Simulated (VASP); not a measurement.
# InP3 (R-3m) in VASP: further runs

Runs on InP3. Level: PBEsol. Tasks: single point.

Program: VASP 6.6.1. These are calculated values, not measurements. Logs are shortened: lines on timing, memory, paths and dates and some standing lists are left out, and cuts for length are marked.

## Step 1: The cell of the first run

It takes space group R-3m (No. 166, trigonal). The conventional cell has a = 7.133 Å, b = 7.133 Å, c = 10.625 Å, α = 90.00°, β = 90.00°, γ = 120.00°. In (site symmetry 3m) has 6 P at 2.59 to 2.95 Å within 3.4 Å. P (site symmetry m) has 2 P at 2.20 Å and 2 In at 2.59 to 2.95 Å within 3.0 Å.

## Step 2: Single point, PBEsol (strain -0.040 along x and y, +0.080 along z)

INCAR

```
  PREC = Accurate
  ENCUT = 520
  EDIFF = 1E-6
  ISMEAR = 0
  SIGMA = 0.15
  LREAL = False
  LASPH = True
  NELM = 80
  ALGO = Normal
  ISIF = 2
  LWAVE = False
  LCHARG = False
  GGA = PS
  NBANDS = 38
```

KPOINTS

```
regular mesh
0
Gamma
  6 6 6
```

POSCAR

```
InP3
1.0
    3.5663873086      2.0590546726      3.5417263837
   -3.5663873086      2.0590546726      3.5417263837
    0.0000000000     -4.1181093453      3.5417263837
In P
2 6
Direct
    0.2732789115      0.2732789115      0.2732789115
    0.7267210885      0.7267210885      0.7267210885
    0.7947108827      0.2411926280      0.7947108827
    0.7947108827      0.7947108827      0.2411926280
    0.2411926280      0.7947108827      0.7947108827
    0.2052891173      0.7588073720      0.2052891173
    0.7588073720      0.2052891173      0.2052891173
    0.2052891173      0.2052891173      0.7588073720
```

Potentials or basis: VASP PAW PBE potentials, release 64 (In_d, P).

Launch:

```bash
cat potpaw_PBE.64/In_d/POTCAR potpaw_PBE.64/P/POTCAR > POTCAR
mpirun -np 1 vasp_std > vasp.out
```

OUTCAR:

```text
PREC = Accurate
   ENCUT = 520
   EDIFF = 1E-6
   ISMEAR = 0
   LREAL = False
   LASPH = True
   NELM = 80
   ISIF = 2
   GGA = PS

 ion  position               nearest neighbor table
   1  0.273  0.273  0.273-   8 2.59   7 2.59   6 2.59   6 2.95   7 2.95   8 2.95
   2  0.727  0.727  0.727-   4 2.59   3 2.59   5 2.59   3 2.95   5 2.95   4 2.95
   3  0.795  0.241  0.795-   8 2.20   7 2.20   2 2.59   2 2.95
   4  0.795  0.795  0.241-   6 2.20   7 2.20   2 2.59   2 2.95
   5  0.241  0.795  0.795-   8 2.20   6 2.20   2 2.59   2 2.95
   6  0.205  0.759  0.205-   4 2.20   5 2.20   1 2.59   1 2.95
   7  0.759  0.205  0.205-   4 2.20   3 2.20   1 2.59   1 2.95
   8  0.205  0.205  0.759-   3 2.20   5 2.20   1 2.59   1 2.95

  LATTYP: Found a trigonal (rhomboedric) cell.
 ALAT       =     5.4316342252
 COS(alpha) =     0.1377643513

  Lattice vectors:

 A1 = (   3.5663873086,   2.0590546726,   3.5417263837)
 A2 = (  -3.5663873086,   2.0590546726,   3.5417263837)
 A3 = (   0.0000000000,  -4.1181093453,   3.5417263837)

Analysis of symmetry for initial positions (statically):
=====================================================================
 Subroutine PRICEL returns:
 Original cell was already a primitive cell.

 Routine SETGRP: Setting up the symmetry group for a
 trigonal (rhombohedral) supercell.

 Subroutine GETGRP returns: Found 12 space group operations
 (whereof 12 operations were pure point group operations)
 out of a pool of 12 trial point group operations.

The static configuration has the point symmetry D_3d.

Analysis of symmetry for dynamics (positions and initial velocities):
=====================================================================
 Subroutine PRICEL returns:
 Original cell was already a primitive cell.

 Routine SETGRP: Setting up the symmetry group for a
 trigonal (rhombohedral) supercell.

 Subroutine GETGRP returns: Found 12 space group operations
 (whereof 12 operations were pure point group operations)
 out of a pool of 12 trial point group operations.

The dynamic configuration has the point symmetry D_3d.

 Subroutine INISYM returns: Found 12 space group operations
 (whereof 12 operations are pure point group operations),
[... 108 lines left out ...]
   EDIFF  = 0.1E-05   stopping-criterion for ELM
   LREAL  =      F    real-space projection
   EDIFFG = 0.1E-04   stopping-criterion for IOM
   NSW    =      0    number of steps for IOM
   IBRION =     -1    ionic relax: 0-MD 1-quasi-New 2-CG
   NFREE  =      0    steps in history (QN), initial steepest desc. (CG)
   ISIF   =      2    stress and relaxation
   ISYM   =      2    0-nonsym 1-usesym 2-fastsym
   POTIM  = 0.5000    time-step for ionic-motion
   TEBEG  =    0.0;   TEEND  =   0.0 temperature during run
   PSTRESS=    0.0 pullay stress
   NELECT =      56.0000    total number of electrons
   NUPDOWN=      -1.0000    fix difference up-down
   EMIN   =  10.00;   EMAX   =-10.00  energy-range for DOS
   EFERMI =   0.00;   METHOD = LEGACY
   ISMEAR =     0;   SIGMA  =   0.15  broadening in eV -4-tet -1-fermi 0-gaus
   EFERMI_NEDOS =   21; number of points for ismear=-14 and -15
   IALGO  =     38    algorithm
   IMIX   =      4    mixing-type and parameters
     AMIX     =   0.40;   BMIX     =  1.00
     AMIX_MAG =   1.60;   BMIX_MAG =  1.00
  volume/ion in A,a.u.               =      19.51       131.63
  Fermi-wavevector in a.u.,A,eV,Ry     =   1.163367  2.198444 18.414425  1.353422
  Thomas-Fermi vector in A             =   2.299917
   LORBIT       =      0    0 simple, 1 ext, 2 COOP (PROOUT), +10 PAW based schemes
   GGA     = PS    functional components
   LHFCALC =     F    Hartree Fock is set to
   AEXX    =    0.0000 exact exchange contribution
   IVDW    =     0    specifies the selected vdW correction
   LEPSILON=     F    determine dielectric tensor
   LRPA    =     F    only Hartree local field effects (RPA)
 non-spin polarized calculation
 Gauss-broadening in eV      SIGMA  =   0.15
  energy-cutoff  :      520.00
  volume of cell :      156.05
 maximum number of plane-waves:      4238
   NGX = 21   NGY = 21   NGZ = 21

 number of electron      56.0000022 magnetization

 Free energy of the ion-electron system (eV)
  ---------------------------------------------------
  ext. energy  EPLUGINS =         0.00000000
  ---------------------------------------------------
  free energy    TOTEN  =       -40.91000332 eV

  energy without entropy =      -40.89760174  energy(sigma->0) =      -40.90380253

 E-fermi :   7.1234     XC(G=0): -10.3958

 val. band max:        7.0621464748   @ k =   0.3333   0.3333   0.1667
 cond. band min:       7.1478406439   @ k =   0.5000   0.5000   0.0000
 fundamental gap:      0.0856941690
 Fermi energy:         7.1234493712

 k-point     1 :       0.0000    0.0000    0.0000
  band No.  band energies     occupation
      1      -7.5595      2.00000
      2      -7.5595      2.00000
      3      -7.5578      2.00000
      4      -7.3982      2.00000
      5      -7.3982      2.00000
      6      -7.2837      2.00000
[... 973 lines left out ...]
     37      11.4142      0.00000
     38      12.0768      0.00000

 [... further k-points ...]

------------------------ aborting loop because EDIFF is reached ----------------------------------------

  FORCE on cell =-STRESS in cart. coord.  units (eV):
  Direction    XX          YY          ZZ          XY          YZ          ZX
  --------------------------------------------------------------------------------------
  -------------------------------------------------------------------------------------
  Total        6.2444073      6.2444073     -4.8997476     -0.0000000      0.0000000      0.0000000
  in kB       64.1119762     64.1119762    -50.3062154     -0.0000000      0.0000000      0.0000000
  external PRESSURE =      25.9725790 kB  Pullay stress =       0.0000000 kB

 VOLUME and BASIS-vectors are now :
 -----------------------------------------------------------------------------
  energy-cutoff  :      520.00
  volume of cell :      156.05
      direct lattice vectors                 reciprocal lattice vectors
     3.566387309  2.059054673  3.541726384     0.140197897  0.080943293  0.094116060
    -3.566387309  2.059054673  3.541726384    -0.140197897  0.080943293  0.094116060
     0.000000000 -4.118109345  3.541726384     0.000000000 -0.161886587  0.094116060

 POSITION                                       TOTAL-FORCE (eV/Angst)
 -----------------------------------------------------------------------------------
      0.00000     -0.00000      2.90364        -0.000000      0.000000     -0.069496
      0.00000     -0.00000      7.72154        -0.000000     -0.000000      0.069496
      1.97406     -1.13972      6.48354        -0.238381      0.137629      0.375439
      0.00000      2.27945      6.48354        -0.000000     -0.275259      0.375439
     -1.97406     -1.13972      6.48354         0.238381      0.137629      0.375439
     -1.97406      1.13972      4.14164         0.238381     -0.137629     -0.375439
      1.97406      1.13972      4.14164        -0.238381     -0.137629     -0.375439
      0.00000     -2.27945      4.14164        -0.000000      0.275259     -0.375439
 -----------------------------------------------------------------------------------
    total drift:                               -0.000000      0.000000     -0.000000

  FREE ENERGIE OF THE ION-ELECTRON SYSTEM (eV)
  ---------------------------------------------------
  free  energy   TOTEN  =       -40.9100033210 eV

  energy  without entropy=      -40.8976017388  energy(sigma->0) =      -40.90380253
```

OSZICAR:

```text
N       E                     dE             d eps       ncg     rms          rms(c)
DAV:   1     0.480054157624E+03    0.48005E+03   -0.24354E+04  2432   0.158E+03
DAV:   2     0.234512269695E+02   -0.45660E+03   -0.43848E+03  2466   0.398E+02
DAV:   3    -0.384259318365E+02   -0.61877E+02   -0.59607E+02  3064   0.148E+02
DAV:   4    -0.416265778638E+02   -0.32006E+01   -0.31717E+01  3112   0.316E+01
DAV:   5    -0.417614056163E+02   -0.13483E+00   -0.13471E+00  3638   0.696E+00    0.131E+01
DAV:   6    -0.410009622717E+02    0.76044E+00   -0.14143E+00  3526   0.166E+01    0.750E+00
DAV:   7    -0.409173108504E+02    0.83651E-01   -0.76475E-01  3750   0.616E+00    0.163E+00
DAV:   8    -0.409101051133E+02    0.72057E-02   -0.12965E-01  3640   0.325E+00    0.129E+00
DAV:   9    -0.409100822765E+02    0.22837E-04   -0.73342E-03  3444   0.544E-01    0.457E-01
DAV:  10    -0.409099921902E+02    0.90086E-04   -0.85737E-04  3696   0.150E-01    0.259E-01
DAV:  11    -0.409100153930E+02   -0.23203E-04   -0.28440E-04  3758   0.130E-01    0.724E-02
DAV:  12    -0.409100026753E+02    0.12718E-04   -0.95217E-05  3472   0.564E-02    0.511E-02
DAV:  13    -0.409100057343E+02   -0.30589E-05   -0.15402E-05  3092   0.167E-02    0.241E-02
DAV:  14    -0.409100031393E+02    0.25949E-05   -0.88496E-06  3018   0.231E-02    0.150E-02
DAV:  15    -0.409100033210E+02   -0.18161E-06   -0.12614E-06  1846   0.776E-03
   1 F= -.40910003E+02 E0= -.40903803E+02  d E =-.124016E-01
```

It took 3.1 min on 1 thread of Intel Xeon Platinum 8488C (Sapphire Rapids), shared host; peak memory 0.32 GiB.

What came out:

| Property | Result |
| --- | --- |
| Free energy | -40.9100 eV |
| Pressure | 2.6 GPa |
| Largest force | 0.466 eV/Å |
| Band gap on the k mesh | zero (bands 28 and 29 overlap by 0.73 eV) |

Forces in eV/Å, atoms in the order of the input:
```
In   0.000  0.000 -0.069
In   0.000  0.000  0.069
P   -0.238  0.138  0.375
P    0.000 -0.275  0.375
P    0.238  0.138  0.375
P    0.238 -0.138 -0.375
P   -0.238 -0.138 -0.375
P    0.000  0.275 -0.375
```

Levels at points of the mesh, in eV from the Fermi level:
```csv
k point,band 26,band 27,band 28,band 29,band 30,band 31
"(0.00, 0.00, 0.00)",-2.18,-1.01,-1.00,-0.39,-0.39,1.97
"(0.50, 0.00, 0.00)",-1.63,-1.45,-1.16,0.29,2.33,2.42
"(0.50, 0.50, 0.00)",-1.18,-0.90,0.02,1.31,1.46,1.51
"(0.50, 0.50, 0.50)",0.03,0.16,0.16,0.93,0.93,1.41
```

Caveat: the cell differs from its parent crystal (strain -0.040 along x and y, +0.080 along z); semilocal functionals underestimate gaps, so a narrow gap can read as zero; the PAW data sets were made with another functional, which shifts forces and pressure a little; spin-orbit coupling is left out, which moves the levels of the heavy elements.

## Step 3: Single point, PBEsol (strain +0.040 along x and y, -0.080 along z)

INCAR

```
SYSTEM = InP3
PREC     = Accurate       ! precision mode
ENCUT    = 520            ! plane-wave cutoff, eV
EDIFF    = 1E-6           ! SCF threshold, eV
ISMEAR   = 0              ! smearing method
SIGMA    = 0.15           ! smearing width, eV
LREAL    = .FALSE.        ! projectors in reciprocal space
LASPH    = .TRUE.         ! aspherical terms in the spheres
NELM     = 80             ! most SCF steps
ALGO     = Normal         ! electronic algorithm
ISIF     = 2              ! what is computed and relaxed
LWAVE    = .FALSE.        ! write WAVECAR
LCHARG   = .FALSE.        ! write CHGCAR
GGA      = PS             ! functional
NBANDS   = 38             ! bands
```

KPOINTS

```
regular mesh
0
G
  6 6 6
  0 0 0
```

POSCAR, as its differences from that of step 2:

```diff
@@ -2,5 +2,5 @@
 1.0
-    3.5663873086      2.0590546726      3.5417263837
-   -3.5663873086      2.0590546726      3.5417263837
-    0.0000000000     -4.1181093453      3.5417263837
+    3.8635862510      2.2306425620      3.0170261787
+   -3.8635862510      2.2306425620      3.0170261787
+    0.0000000000     -4.4612851241      3.0170261787
 In P
```

Potentials or basis: VASP PAW PBE potentials, release 64 (In_d, P).

Launch:

```bash
cat potpaw_PBE.64/In_d/POTCAR potpaw_PBE.64/P/POTCAR > POTCAR
mpirun -np 1 vasp_std > vasp.out
```

OUTCAR:

```text
SYSTEM = InP3
   PREC = Accurate
   ENCUT = 520
   EDIFF = 1E-6
   ISMEAR = 0
   LREAL = .FALSE.
   LASPH = .TRUE.
   NELM = 80
   ISIF = 2
   GGA = PS

 ion  position               nearest neighbor table
   1  0.273  0.273  0.273-   6 2.69   7 2.69   8 2.69   6 2.80   7 2.80   8 2.80
   2  0.727  0.727  0.727-   3 2.69   5 2.69   4 2.69   3 2.80   5 2.80   4 2.80
   3  0.795  0.241  0.795-   8 2.24   7 2.24   2 2.69   2 2.80
   4  0.795  0.795  0.241-   6 2.24   7 2.24   2 2.69   2 2.80
   5  0.241  0.795  0.795-   8 2.24   6 2.24   2 2.69   2 2.80
   6  0.205  0.759  0.205-   4 2.24   5 2.24   1 2.69   1 2.80
[... 1198 lines left out ...]
  Total       -4.1304516     -4.1304516      4.2299312      0.0000000     -0.0000000      0.0000000
  in kB      -42.4186845    -42.4186845     43.4403147      0.0000000     -0.0000000      0.0000000
  external PRESSURE =     -13.7990181 kB  Pullay stress =       0.0000000 kB

 VOLUME and BASIS-vectors are now :
 -----------------------------------------------------------------------------
  energy-cutoff  :      520.00
  volume of cell :      156.01
      direct lattice vectors                 reciprocal lattice vectors
     3.863586251  2.230642562  3.017026179     0.129413443  0.074716886  0.110484071
    -3.863586251  2.230642562  3.017026179    -0.129413443  0.074716886  0.110484071
     0.000000000 -4.461285124  3.017026179     0.000000000 -0.149433773  0.110484071

 POSITION                                       TOTAL-FORCE (eV/Angst)
 -----------------------------------------------------------------------------------
      0.00000     -0.00000      2.47347         0.000000     -0.000000      0.120019
      0.00000     -0.00000      6.57761         0.000000      0.000000     -0.120019
      2.13857     -1.23470      5.52301         0.219368     -0.126652     -0.208416
      0.00000      2.46940      5.52301         0.000000      0.253304     -0.208416
     -2.13857     -1.23470      5.52301        -0.219368     -0.126652     -0.208416
     -2.13857      1.23470      3.52807        -0.219368      0.126652      0.208416
      2.13857      1.23470      3.52807         0.219368      0.126652      0.208416
      0.00000     -2.46940      3.52807         0.000000     -0.253304      0.208416
 -----------------------------------------------------------------------------------
    total drift:                               -0.000000      0.000000     -0.000000

  FREE ENERGIE OF THE ION-ELECTRON SYSTEM (eV)
  ---------------------------------------------------
  free  energy   TOTEN  =       -40.9834620437 eV

  energy  without entropy=      -40.9656257762  energy(sigma->0) =      -40.97454391
```

Run time: 2.6 min. Hardware: 1 thread of Intel Xeon Platinum 8488C (Sapphire Rapids), shared host; peak memory 0.32 GiB.

What came out:

| Quantity | Value |
| --- | --- |
| Free energy | -40.9835 eV |
| Pressure | -1.4 GPa |
| Largest force | 0.328 eV/Å |
| Band gap on the k mesh | zero (bands 28 and 29 overlap by 0.58 eV) |

Forces in eV/Å, atoms in the order of the input:
```
In   0.000  0.000  0.120
In   0.000  0.000 -0.120
P    0.219 -0.127 -0.208
P    0.000  0.253 -0.208
P   -0.219 -0.127 -0.208
P   -0.219  0.127  0.208
P    0.219  0.127  0.208
P    0.000 -0.253  0.208
```

Stress tensor (GPa, compression positive):
```
-4.24  0.00  0.00
 0.00 -4.24  0.00
 0.00  0.00  4.34
```

Caveat: the cell differs from its parent crystal (strain +0.040 along x and y, -0.080 along z); semilocal functionals underestimate gaps, so a narrow gap can read as zero; the PAW data sets were made with another functional, which shifts forces and pressure a little; spin-orbit coupling is left out, which moves the levels of the heavy elements.

(Continued in part 2 of 2.)
